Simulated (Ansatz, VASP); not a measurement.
## One calculation of SnO, two programs

The input INCAR:

```
PREC = Accurate
ENCUT = 520
EDIFF = 1E-6
ISMEAR = -1
SIGMA = 0.02
LREAL = False
LASPH = True
NELM = 60
ALGO = Normal
ISIF = 2
LWAVE = False
LCHARG = True
GGA = PE
LELF = True
LVHAR = True
NBANDS = 28
```

Contents of KPOINTS:

```
regular mesh
0
Gamma
  8 4 6
```

The input POSCAR:

```
SnO
1.0
    3.3031148458      0.0000000000      0.0000000000
    0.0000000000      5.7577049671      0.0000000000
    0.0000000000      0.0000000000      4.0008070933
Sn O
2 2
Direct
    0.0000000000      0.2294420276      0.5172649355
    0.5000000000      0.7705579724      0.0172649355
    0.0000000000      0.8935339399      0.7327360645
    0.5000000000      0.1064660601      0.2327360645
```

Input for Ansatz:

```yaml
crystal:
  lattice:
    - [3.3031148458, 0.0, 0.0]
    - [0.0, 5.7577049671, 0.0]
    - [0.0, 0.0, 4.0008070933]
  atoms:
    - { symbol: Sn, position: [0.0, 0.2294420276, 0.5172649355] }
    - { symbol: Sn, position: [0.5, 0.7705579724, 0.0172649355] }
    - { symbol: O, position: [0.0, 0.8935339399, 0.7327360645] }
    - { symbol: O, position: [0.5, 0.1064660601, 0.2327360645] }
kpoints:
  mp_grid: { grid: [8, 4, 6] }
  band_path:
    path:
      - [0.0, 0.0, 0.0]
      - [0.5, 0.0, 0.0]
      - [0.5, 0.5, 0.0]
      - [0.0, 0.5, 0.0]
      - [0.0, 0.0, 0.5]
      - [0.5, 0.0, 0.5]
      - [0.5, 0.5, 0.5]
      - [0.0, 0.5, 0.5]
      - [0.398438, -0.5, 0.0]
    npoints: 1
hamiltonian:
  xc: pbe
scf:
  occupations: { method: fermi_dirac, width: 0.02 }
  n_extra_bands: 5
output:
  forces: true
  stress: true
  eigenvalues: true
```

Alike in both runs: task single point; functional PBE; k mesh 8 × 4 × 6; occupations fermi-dirac, width 0.02 eV; no spin polarisation.

|  | VASP | Ansatz |
| --- | --- | --- |
| version | VASP 6.6.1 | Ansatz 0.2.0 |
| potentials or method | VASP PAW PBE potentials, release 64 (Sn_d, O) | plane waves, PAW |
| plane-wave cutoff (eV) | 520 | 420 |
| valence electrons in the cell | 40 | 40 |

```tsv
	VASP	Ansatz	Ansatz less VASP
gap on the k mesh at the Fermi level (eV)	1.41	1.42	+0.011
pressure (GPa)	4.8	4.5	-0.25
traceless stress, the component that is largest in VASP (GPa)	0.81	0.77	-0.040
rms of the force components (eV/Å)	0.272	0.235	-0.0377
```

Atom by atom the forces differ by 0.039 eV/Å (rms over components). With one functional, cell and mesh, what is left measures potentials, basis and numerics.
